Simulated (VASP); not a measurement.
Input of a VASP 6.6.1 run:

File INCAR:

```
SYSTEM = O
PREC = Accurate
ENCUT = 1000
EDIFF = 1E-6
ISMEAR = -1
SIGMA = 0.05
LREAL = .FALSE.
LASPH = .TRUE.
NELM = 200
ALGO = Normal
ISIF = 2
LWAVE = .FALSE.
LCHARG = .FALSE.
ISPIN = 2
MAGMOM = 0.56 0.56 0.56 0.56 0.56 0.56 0.56 0.56 0.56 0.56 0.56 0.56
LORBIT = 11
GGA = PE
IVDW = 12
NBANDS = 52
GGA_COMPAT = .FALSE.
```

File KPOINTS:

```
Automatic mesh
0
G
  1 1 1
  0 0 0
```

The input POSCAR:

```
O
1.0
    7.1569970000      0.0000000000      0.0000000000
    0.0000000000      7.1569970000      0.0000000000
    0.0000000000      0.0000000000      7.1569970000
O
12
Direct
    0.1153137273      0.0534442029      0.6974014381
    0.0070560320     -0.0851614162      0.7284759236
    0.3205674112      0.7963256097      0.2171162011
    0.3792652142      0.9016071964      0.0893670907
    0.3434121881      0.8336876486      0.6415120755
    0.4364540044      0.7223979555      0.7257373449
   -0.0495319475      0.2122398542      0.3162779026
   -0.0297331409      0.1563365194      0.1545480598
    0.6733829845      0.2093615521      0.7059664829
    0.5909601471      0.2068605031      0.8570354298
    0.8066511695      0.5694846596      0.5810258129
    0.7929722480      0.6953894210      0.4654186665
```

Potentials or basis: VASP PAW PBE potentials, release 64 (O_h).

The run is started by

```bash
$ cat potpaw_PBE.64/O_h/POTCAR > POTCAR
$ mpirun -np 1 vasp_gam > vasp.out
```

Estimate the dispersion energy per atom.

-0.025 eV.

Predict the site moments.

O +0.63, +0.62 (each value once) μB.

Estimate the pressure.

-0.8 GPa.

Forces on the atoms (eV/Å):
```
O   -2.757 -2.133  0.748
O    1.905  2.859 -0.446
O    0.787  1.420 -1.747
O   -0.811 -1.389  1.794
O    0.064  0.386 -0.911
O    0.842 -1.085  0.681
O    0.098 -0.298 -0.889
O   -0.105  0.292  0.868
O   -0.450 -0.065  0.784
O    0.409  0.021 -0.766
O    0.004  0.473 -0.450
O    0.014 -0.481  0.335
```

Caveat: the k points lie up to 0.88 Å⁻¹ apart, too coarse for converged energies, forces and pressures.
